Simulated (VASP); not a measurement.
Here is a VASP 6.6.1 calculation.

Contents of INCAR:

```
SYSTEM = BeCdCu3
PREC = Accurate
ENCUT = 520
EDIFF = 1E-6
ISMEAR = 0
SIGMA = 0.1
LREAL = .False.
LASPH = .True.
NELM = 100
ALGO = Normal
ISIF = 2
LWAVE = .False.
LCHARG = .False.
GGA = PE
NBANDS = 32
```

KPOINTS

```
regular mesh
0
Gamma
  12 12 8
  0 0 0
```

The input POSCAR:

```
BeCdCu3
1.0
    4.7269940876      0.0000000000      0.0000000000
   -2.3634970438      4.0936969634      0.0000000000
    0.0000000000      0.0000000000      4.7445551700
Be Cd Cu
1 1 3
Direct
    0.0000000000      0.0000000000      0.5000000000
    0.0000000000      0.0000000000      0.0000000000
    0.5000000000      0.0000000000      0.5000000000
    0.5000000000      0.5000000000      0.5000000000
    0.0000000000      0.5000000000      0.5000000000
```

Potentials or basis: VASP PAW PBE potentials, release 64 (Be, Cd, Cu).

Run with:

```console
$ cat potpaw_PBE.64/Be/POTCAR potpaw_PBE.64/Cd/POTCAR potpaw_PBE.64/Cu/POTCAR > POTCAR
$ mpirun -np 1 vasp_std > vasp.out
```

What does it give for the band gap on the k mesh?

Zero (an odd number of electrons rules out a gap without spin polarisation).

Estimate the pressure.

0.3 GPa.

Stress tensor (GPa, compression positive):
```
0.43 0.00 0.00
0.00 0.43 0.00
0.00 0.00 0.16
```
